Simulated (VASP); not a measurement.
# PtS2 (fluorite type) (Fm-3m) in VASP: a series of runs, part 2 of 2

VASP 6.6.1.

## 3. Relaxation of cell and atoms, PBE

This run uses another cell than the first one, of 13.22 Å³/atom.

INCAR

```
PREC = Accurate
ENCUT = 600
EDIFF = 1E-6
ISMEAR = -1
SIGMA = 0.05
LREAL = F
LASPH = T
NELM = 100
ALGO = Normal
ISIF = 3
LWAVE = F
LCHARG = F
GGA = PE
IBRION = 2
NSW = 100
EDIFFG = -0.005
```

KPOINTS

```
regular mesh
0
Gamma
  11 11 11
```

POSCAR

```
PtS2
1.0
    0.0000000000      2.7064318671      2.7064318671
    2.7064318671      0.0000000000      2.7064318671
    2.7064318671      2.7064318671      0.0000000000
Pt S
1 2
Direct
    0.0000000000      0.0000000000      0.0000000000
    0.2500000000      0.2500000000      0.2500000000
    0.7500000000      0.7500000000      0.7500000000
```

Potentials or basis: VASP PAW PBE potentials, release 64 (Pt, S).

Command:

```sh
$ cat potpaw_PBE.64/Pt/POTCAR potpaw_PBE.64/S/POTCAR > POTCAR
$ mpirun -np 1 vasp_std > vasp.out
```

OUTCAR:

```text
PREC = Accurate
   ENCUT = 600
   EDIFF = 1E-6
   ISMEAR = -1
   LREAL = F
   LASPH = T
   NELM = 100
   ISIF = 3
   GGA = PE
   IBRION = 2
   NSW = 100
   EDIFFG = -0.005

 ion  position               nearest neighbor table
   1  0.000  0.000  0.000-   3 2.34   3 2.34   3 2.34   2 2.34   2 2.34   2 2.34   3 2.34   2 2.34

   2  0.250  0.250  0.250-   1 2.34   1 2.34   1 2.34   1 2.34   3 2.71   3 2.71   3 2.71   3 2.71
                             3 2.71   3 2.71
   3  0.750  0.750  0.750-   1 2.34   1 2.34   1 2.34   1 2.34   2 2.71   2 2.71   2 2.71   2 2.71
                             2 2.71   2 2.71

  LATTYP: Found a face centered cubic cell.
 ALAT       =     5.4128637342

  Lattice vectors:

 A1 = (   0.0000000000,   2.7064318671,   2.7064318671)
 A2 = (   2.7064318671,   0.0000000000,   2.7064318671)
 A3 = (   2.7064318671,   2.7064318671,   0.0000000000)

Analysis of symmetry for initial positions (statically):
=====================================================================
 Subroutine PRICEL returns:
 Original cell was already a primitive cell.

 Routine SETGRP: Setting up the symmetry group for a
 face centered cubic supercell.

 Subroutine GETGRP returns: Found 48 space group operations
 (whereof 48 operations were pure point group operations)
 out of a pool of 48 trial point group operations.
[... 136 lines left out ...]
     AMIX     =   0.40;   BMIX     =  1.00
     AMIX_MAG =   1.60;   BMIX_MAG =  1.00
  volume/ion in A,a.u.               =      13.22        89.19
  Fermi-wavevector in a.u.,A,eV,Ry     =   1.345267  2.542187 24.623068  1.809744
  Thomas-Fermi vector in A             =   2.473194
   LORBIT       =      0    0 simple, 1 ext, 2 COOP (PROOUT), +10 PAW based schemes
   GGA     = PE    functional components
   LHFCALC =     F    Hartree Fock is set to
   AEXX    =    0.0000 exact exchange contribution
   IVDW    =     0    specifies the selected vdW correction
   LEPSILON=     F    determine dielectric tensor
   LRPA    =     F    only Hartree local field effects (RPA)
 conjugate gradient relaxation of ions
 non-spin polarized calculation
  energy-cutoff  :      600.00
  volume of cell :       39.65
 maximum number of plane-waves:      1363
   NGX = 15   NGY = 15   NGZ = 15

--------------------------------------- Ionic step        1  -------------------------------------------

 number of electron      22.0000001 magnetization

 Free energy of the ion-electron system (eV)
  ---------------------------------------------------
  ext. energy  EPLUGINS =         0.00000000
  ---------------------------------------------------
  free energy    TOTEN  =       -11.23986587 eV

  energy without entropy =      -11.23006891  energy(sigma->0) =      -11.23496739

 E-fermi :  13.1527     XC(G=0): -12.5180

 val. band max:       13.1490562077   @ k =  -0.1818   0.0909   0.0000
 cond. band min:      13.1592165773   @ k =   0.0909   0.0909   0.0000
 fundamental gap:      0.0101603696
 Fermi energy:        13.1527066877
[... 1020 lines left out ...]
--------------------------------------- Ionic step        5  -------------------------------------------

 number of electron      22.0000001 magnetization

 Free energy of the ion-electron system (eV)
  ---------------------------------------------------
  ext. energy  EPLUGINS =         0.00000000
  ---------------------------------------------------
  free energy    TOTEN  =       -13.55995812 eV

  energy without entropy =      -13.54117904  energy(sigma->0) =      -13.55056858

 E-fermi :   7.9934     XC(G=0): -10.9725

 val. band max:        7.9568741071   @ k =   0.2727   0.1818   0.0000
 cond. band min:       8.0162279859   @ k =  -0.4545   0.3636   0.1818
 fundamental gap:      0.0593538789
 Fermi energy:         7.9934193923
[... 462 lines left out ...]
  FREE ENERGIE OF THE ION-ELECTRON SYSTEM (eV)
  ---------------------------------------------------
  free  energy   TOTEN  =       -13.5599581236 eV

  energy  without entropy=      -13.5411790371  energy(sigma->0) =      -13.55056858

 reached required accuracy - stopping structural energy minimisation
```

OSZICAR:

```text
N       E                     dE             d eps       ncg     rms          rms(c)
DAV:   1     0.136766715103E+03    0.13677E+03   -0.12134E+04  1688   0.154E+03
[... 52 lines left out ...]
DAV:   1    -0.135809426328E+02   -0.23780E-01   -0.41667E-01  1771   0.577E+00    0.106E+00
DAV:   2    -0.135662981654E+02    0.14644E-01   -0.11440E-01  1806   0.327E+00    0.796E-01
DAV:   3    -0.135607436564E+02    0.55545E-02   -0.14905E-02  1778   0.124E+00    0.267E-01
DAV:   4    -0.135599367765E+02    0.80688E-03   -0.52060E-03  1715   0.444E-01    0.118E-01
DAV:   5    -0.135599361875E+02    0.58901E-06   -0.11639E-04  2087   0.899E-02    0.960E-02
DAV:   6    -0.135599582024E+02   -0.22015E-04   -0.38135E-05  1974   0.461E-02    0.615E-03
DAV:   7    -0.135599581236E+02    0.78752E-07   -0.14177E-06  1596   0.992E-03
   5 F= -.13559958E+02 E0= -.13550569E+02  d E =-.232009E+01
```

CONTCAR:

```text
PtS2
   1.00000000000000
    -0.0000000000000000    2.9837755487212387    2.9837755487212387
     2.9837755487212387    0.0000000000000000    2.9837755487212387
     2.9837755487212387    2.9837755487212387    0.0000000000000000
  Pt              S
     1     2
Direct
     0.0000000000000000    0.0000000000000000    0.0000000000000000
     0.2500000000000000    0.2500000000000000    0.2500000000000000
     0.7500000000000000    0.7500000000000000    0.7500000000000000

  0.00000000E+00  0.00000000E+00  0.00000000E+00
  0.00000000E+00  0.00000000E+00  0.00000000E+00
  0.00000000E+00  0.00000000E+00  0.00000000E+00
```

Run time: 1.7 min. Hardware: 1 thread of Intel Xeon Platinum 8259CL at 2.50GHz (Skylake/Cascade Lake), shared host; peak memory 0.21 GiB.

Results:

- Free energy: -13.5600 eV
- Relaxed volume: 17.71 Å³/atom
- Relaxed cell: a = 4.220 Å, b = 4.220 Å, c = 4.220 Å, α = 60.00°, β = 60.00°, γ = 60.00°
- Space group after relaxing (to 0.1 Å): Fm-3m (No. 225)
- Energy gained by relaxing: 773.4 meV/atom
- Ionic steps: 5
- Pressure after relaxing: 0.0 GPa
- Band gap on the k mesh: zero (bands 11 and 12 overlap by 0.57 eV)

Step by step:
```csv
step,energy change (eV),largest force (eV/Å),pressure (GPa),volume (Å³)
1,0.0000,0.0000,72.04,39.65
2,0.5626,0.0000,-18.32,84.46
3,-2.2980,0.0000,-3.86,54.92
4,-2.3173,0.0000,-1.42,53.76
5,-2.3201,0.0000,0.03,53.13
```

Final structure:
```xyz
3
Lattice="0.0000 2.9838 2.9838 2.9838 0.0000 2.9838 2.9838 2.9838 0.0000" Properties=species:S:1:pos:R:3 pbc="T T T"
Pt    0.0000    0.0000    0.0000
S     1.4919    1.4919    1.4919
S     4.4757    4.4757    4.4757
```

Levels at points of the mesh, in eV from the Fermi level:
```csv
k point,band 7,band 8,band 9,band 10,band 11,band 12,band 13,band 14,band 15
"(0.00, 0.00, 0.00)",-4.12,-1.54,-1.54,-1.54,0.36,0.36,0.36,2.81,3.61
```

Caveat: the volume moved by over 15 % at a fixed basis, so the end points are rough; spin-orbit coupling is left out, which moves the levels of the heavy elements.

The gap in the log of VASP goes by the Fermi energy; the results here count the filled bands.